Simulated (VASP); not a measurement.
# Ag (P-1) in VASP: single point with PBEsol

Aim: the single point of Ag with PBEsol.

Program: VASP 6.6.1. These are calculated values, not measurements. Logs are shortened: lines on timing, memory, paths and dates and some standing lists are left out, and cuts for length are marked.

**1. The cell of the first run**

The typed cell holds 2 atoms: a = 2.930 Å, b = 2.930 Å, c = 4.790 Å, α = 90.00°, β = 90.00°, γ = 120.00°.

**2. Single point, PBEsol (one atom moved)**

Contents of INCAR:

```
PREC = Accurate ; ENCUT = 520
EDIFF = 1E-7 ; ISMEAR = 0
SIGMA = 0.1 ; LREAL = False
LASPH = True ; NELM = 60
ALGO = Fast ; ISIF = 2
LWAVE = False ; LCHARG = False
GGA = PS ; NBANDS = 18
```

Contents of KPOINTS:

```
regular mesh
0
Gamma
  15 15 8
```

Contents of POSCAR:

```
Ag
1.0
    2.9299980804      0.0000000000      0.0000000000
   -1.4649990402      2.5374527707      0.0000000000
    0.0000000000      0.0000000000      4.7900000000
Ag
2
Direct
    0.2873750342      0.6283132435      0.2673048017
    0.6666666667      0.3333333333      0.7500000000
```

Potentials or basis: VASP PAW PBE potentials, release 64 (Ag).

The run is started by

```console
$ cat potpaw_PBE.64/Ag/POTCAR > POTCAR
$ mpirun -np 1 vasp_std > vasp.out
```

OUTCAR:

```text
PREC = Accurate
   ENCUT = 520
   EDIFF = 1E-7
   ISMEAR = 0
   LREAL = False
   LASPH = True
   NELM = 60
   ISIF = 2
   GGA = PS

 ion  position               nearest neighbor table
   1  0.287  0.628  0.267-   2 2.80   2 2.88   2 2.92   2 2.94   2 3.01   2 3.06
   2  0.667  0.333  0.750-   1 2.80   1 2.88   1 2.92   1 2.94   1 3.01   1 3.06

  LATTYP: Found a hexagonal cell.
 ALAT       =     2.9299980804
 C/A-ratio  =     1.6348133577

  Lattice vectors:

 A1 = (   2.9299980804,   0.0000000000,   0.0000000000)
 A2 = (  -1.4649990402,   2.5374527707,   0.0000000000)
 A3 = (   0.0000000000,   0.0000000000,   4.7900000000)

Analysis of symmetry for initial positions (statically):
=====================================================================
 Subroutine PRICEL returns:
 Original cell was already a primitive cell.

 Routine SETGRP: Setting up the symmetry group for a
 hexagonal supercell.

 Subroutine GETGRP returns: Found  2 space group operations
 (whereof  1 operations were pure point group operations)
 out of a pool of 24 trial point group operations.

The static configuration has the point symmetry C_1 .
 The point group associated with its full space group is S_2 .

Analysis of symmetry for dynamics (positions and initial velocities):
=====================================================================
 Subroutine PRICEL returns:
 Original cell was already a primitive cell.

 Routine SETGRP: Setting up the symmetry group for a
 hexagonal supercell.

 Subroutine GETGRP returns: Found  2 space group operations
 (whereof  1 operations were pure point group operations)
 out of a pool of 24 trial point group operations.

The dynamic configuration has the point symmetry C_1 .
 The point group associated with its full space group is S_2 .

 Subroutine INISYM returns: Found  2 space group operations
 (whereof  1 operations are pure point group operations),
 and found     1 'primitive' translations

----------------------------------------------------------------------------------------

                                     Primitive cell

  volume of cell :      35.6124

  direct lattice vectors                    reciprocal lattice vectors
     2.929998080  0.000000000  0.000000000     0.341297152  0.197048003  0.000000000
    -1.464999040  2.537452771  0.000000000     0.000000000  0.394096005  0.000000000
     0.000000000  0.000000000  4.790000000     0.000000000  0.000000000  0.208768267

  length of vectors
     2.929998080  2.929998080  4.790000000     0.394096005  0.394096005  0.208768267

  position of ions in fractional coordinates (direct lattice)
     0.287375034  0.628313244  0.267304802
     0.666666667  0.333333333  0.750000000

  ion indices of the primitive-cell ions
   primitive index   ion index
                 1           1
                 2           2

----------------------------------------------------------------------------------------

 KPOINTS: regular mesh

Automatic generation of k-mesh.
 Grid dimensions read from file:
 generate k-points for:   15   15    8

 Generating k-lattice:

  Cartesian coordinates                     Fractional coordinates (reciprocal lattice)
     0.022753143  0.013136534  0.000000000     0.066666667  0.000000000  0.000000000
     0.000000000  0.026273067  0.000000000     0.000000000  0.066666667  0.000000000
     0.000000000  0.000000000  0.026096033     0.000000000  0.000000000  0.125000000

  Length of vectors
     0.026273067  0.026273067  0.026096033

  Shift w.r.t. Gamma in fractional coordinates (k-lattice)
     0.000000000  0.000000000  0.000000000

 Subroutine IBZKPT returns following result:
 ===========================================

 Found    901 irreducible k-points:

 Following reciprocal coordinates:
            Coordinates               Weight
  0.000000  0.000000  0.000000      1.000000
  0.066667  0.000000  0.000000      2.000000
  0.000000  0.066667  0.000000      2.000000
 -0.066667  0.066667  0.000000      2.000000
  0.133333 -0.000000  0.000000      2.000000
  0.000000  0.133333  0.000000      2.000000
[... 16 lines left out ...]
  0.066667  0.066667  0.000000      2.000000
 -0.066667  0.133333  0.000000      2.000000
 [... further k-points ...]
   k-points           NKPTS =    901   k-points in BZ     NKDIM =    901   number of bands    NBANDS=     18
   number of dos      NEDOS =    301   number of ions     NIONS =      2
   total plane-waves  NPLWV =  20736
   dimension x,y,z NGX =    24 NGY =   24 NGZ =   36
   dimension x,y,z NGXF=    48 NGYF=   48 NGZF=   72
   ions per type =               2
   NGX,Y,Z   is equivalent  to a cutoff of  13.62, 13.62, 12.49 a.u.
   NGXF,Y,Z  is equivalent  to a cutoff of  27.23, 27.23, 24.99 a.u.
 SYSTEM =  unknown system
   PREC   = accura    normal or accurate (medium, high low for compatibility)
   ISTART =      0    job   : 0-new  1-cont  2-samecut
   ICHARG =      2    charge: 1-file 2-atom 10-const
   ISPIN  =      1    spin polarized calculation?
   LNONCOLLINEAR =      F non collinear calculations
   LSORBIT =      F    spin-orbit coupling
   LASPH  =      T    aspherical Exc in radial PAW
   ENCUT  =  520.0 eV  38.22 Ry    6.18 a.u.   5.45  5.45  8.91*2*pi/ulx,y,z
   NELM   =     60;   NELMIN=  2; NELMDL= -5     # of ELM steps
   EDIFF  = 0.1E-06   stopping-criterion for ELM
   LREAL  =      F    real-space projection
   EDIFFG = 0.1E-05   stopping-criterion for IOM
   NSW    =      0    number of steps for IOM
   IBRION =     -1    ionic relax: 0-MD 1-quasi-New 2-CG
   NFREE  =      0    steps in history (QN), initial steepest desc. (CG)
   ISIF   =      2    stress and relaxation
   ISYM   =      2    0-nonsym 1-usesym 2-fastsym
   POTIM  = 0.5000    time-step for ionic-motion
   TEBEG  =    0.0;   TEEND  =   0.0 temperature during run
   PSTRESS=    0.0 pullay stress
   NELECT =      22.0000    total number of electrons
   NUPDOWN=      -1.0000    fix difference up-down
   EMIN   =  10.00;   EMAX   =-10.00  energy-range for DOS
   EFERMI =   0.00;   METHOD = LEGACY
   ISMEAR =     0;   SIGMA  =   0.10  broadening in eV -4-tet -1-fermi 0-gaus
   EFERMI_NEDOS =   21; number of points for ismear=-14 and -15
   IALGO  =     68    algorithm
   IMIX   =      4    mixing-type and parameters
     AMIX     =   0.40;   BMIX     =  1.00
     AMIX_MAG =   1.60;   BMIX_MAG =  1.00
  volume/ion in A,a.u.               =      17.81       120.16
  Fermi-wavevector in a.u.,A,eV,Ry     =   1.394276  2.634800 26.449806  1.944006
  Thomas-Fermi vector in A             =   2.517841
   LORBIT       =      0    0 simple, 1 ext, 2 COOP (PROOUT), +10 PAW based schemes
   GGA     = PS    functional components
   LHFCALC =     F    Hartree Fock is set to
   AEXX    =    0.0000 exact exchange contribution
   IVDW    =     0    specifies the selected vdW correction
   LEPSILON=     F    determine dielectric tensor
   LRPA    =     F    only Hartree local field effects (RPA)
 non-spin polarized calculation
 RMM-DIIS sequential band-by-band and
 Gauss-broadening in eV      SIGMA  =   0.10
  energy-cutoff  :      520.00
  volume of cell :       35.61
 maximum number of plane-waves:       989
 NGX is ok and might be reduce to    24
   NGX = 11   NGY = 11   NGZ = 17

 number of electron      22.0000003 magnetization

 Free energy of the ion-electron system (eV)
  ---------------------------------------------------
  ext. energy  EPLUGINS =         0.00000000
  ---------------------------------------------------
  free energy    TOTEN  =        -6.53783745 eV

  energy without entropy =       -6.53456308  energy(sigma->0) =       -6.53620026

 E-fermi :   7.7510     XC(G=0): -12.1512

 val. band max:        7.7503446637   @ k =  -0.4667  -0.2000   0.0000
 cond. band min:       7.7524911654   @ k =   0.0000   0.4667   0.3750
 fundamental gap:      0.0021465017
 Fermi energy:         7.7509595870

 k-point     1 :       0.0000    0.0000    0.0000
  band No.  band energies     occupation
      1       0.1245      2.00000
      2       1.5041      2.00000
      3       2.9723      2.00000
      4       3.0744      2.00000
      5       3.1242      2.00000
      6       3.2773      2.00000
[... 10 lines left out ...]
     17      25.1812      0.00000
     18      25.7242      0.00000

 k-point     2 :       0.0667    0.0000    0.0000
  band No.  band energies     occupation
      1       0.2446      2.00000
      2       1.5760      2.00000
      3       2.8997      2.00000
      4       3.1208      2.00000
      5       3.1829      2.00000
      6       3.3243      2.00000
[... 10 lines left out ...]
     17      25.1649      0.00000
     18      25.6778      0.00000

 k-point     3 :       0.0000    0.0667    0.0000
  band No.  band energies     occupation
      1       0.2430      2.00000
      2       1.5701      2.00000
      3       2.9257      2.00000
      4       3.1374      2.00000
      5       3.1684      2.00000
      6       3.2651      2.00000
[... 10 lines left out ...]
     17      25.1547      0.00000
     18      26.1466      0.00000

 k-point     4 :      -0.0667    0.0667    0.0000
  band No.  band energies     occupation
      1       0.2437      2.00000
      2       1.5728      2.00000
      3       2.9173      2.00000
      4       3.1347      2.00000
      5       3.1738      2.00000
      6       3.2638      2.00000
[... 375 lines left out ...]
      4       3.0156      2.00000
      5       3.3645      2.00000
      6       3.4968      2.00000
[... 10 lines left out ...]
     17      18.1690      0.00000
     18      23.3955      0.00000

 k-point    23 :       0.0667    0.0667    0.0000
  band No.  band energies     occupation
      1       0.4758      2.00000
      2       1.6991      2.00000
      3       2.8210      2.00000
      4       3.1706      2.00000
      5       3.2852      2.00000
      6       3.3100      2.00000
[... 10 lines left out ...]
     17      25.3388      0.00000
     18      26.0054      0.00000

 k-point    24 :      -0.0667    0.1333    0.0000
  band No.  band energies     occupation
      1       0.4731      2.00000
      2       1.6908      2.00000
      3       2.8442      2.00000
      4       3.1815      2.00000
      5       3.2731      2.00000
      6       3.2893      2.00000
[... 10 lines left out ...]
     17      25.3302      0.00000
     18      26.4030      0.00000

 [... further k-points ...]

------------------------ aborting loop because EDIFF is reached ----------------------------------------

  FORCE on cell =-STRESS in cart. coord.  units (eV):
  Direction    XX          YY          ZZ          XY          YZ          ZX
  --------------------------------------------------------------------------------------
  -------------------------------------------------------------------------------------
  Total       -1.4249061     -1.6271665     -1.0353084      0.0837388     -0.0630402     -0.0645830
  in kB      -64.1056078    -73.2051701    -46.5778586      3.7673535     -2.8361359     -2.9055463
  external PRESSURE =     -61.2962122 kB  Pullay stress =       0.0000000 kB

 VOLUME and BASIS-vectors are now :
 -----------------------------------------------------------------------------
  energy-cutoff  :      520.00
  volume of cell :       35.61
      direct lattice vectors                 reciprocal lattice vectors
     2.929998080  0.000000000  0.000000000     0.341297152  0.197048003  0.000000000
    -1.464999040  2.537452771  0.000000000     0.000000000  0.394096005  0.000000000
     0.000000000  0.000000000  4.790000000     0.000000000  0.000000000  0.208768267

 POSITION                                       TOTAL-FORCE (eV/Angst)
 -----------------------------------------------------------------------------------
     -0.07847      1.59432      1.28039         0.084971      0.077135     -0.373049
      1.46500      0.84582      3.59250        -0.084971     -0.077135      0.373049
 -----------------------------------------------------------------------------------
    total drift:                               -0.000001      0.000001      0.000021

  FREE ENERGIE OF THE ION-ELECTRON SYSTEM (eV)
  ---------------------------------------------------
  free  energy   TOTEN  =        -6.5378374537 eV

  energy  without entropy=       -6.5345630758  energy(sigma->0) =       -6.53620026
```

Wall time 3.1 min (1 thread of Intel Xeon 6975P-C (Granite Rapids), shared host); peak memory 0.54 GiB.

Results:

| Property | Result |
| --- | --- |
| Free energy | -6.5378 eV |
| Pressure | -6.1 GPa |
| Largest force | 0.390 eV/Å |
| Band gap on the k mesh | zero (bands 11 and 12 overlap by 7.18 eV) |

Forces in eV/Å, atoms in the order of the input:
```
Ag   0.085  0.077 -0.373
Ag  -0.085 -0.077  0.373
```

Levels at points of the mesh, in eV from the Fermi level:
```
           k point  band 9  band 10  band 11  band 12  band 13  band 14
(0.00, 0.00, 0.00)   -3.93    -3.27    -3.01    -0.44     3.20    15.34
(0.00, 0.00, 0.50)   -3.57    -3.45    -3.38    -3.35    10.18    11.15
```

Caveat: the cell differs from its parent crystal (one atom moved); the cell stands under tension; the PAW data sets were made with another functional, which shifts forces and pressure a little.
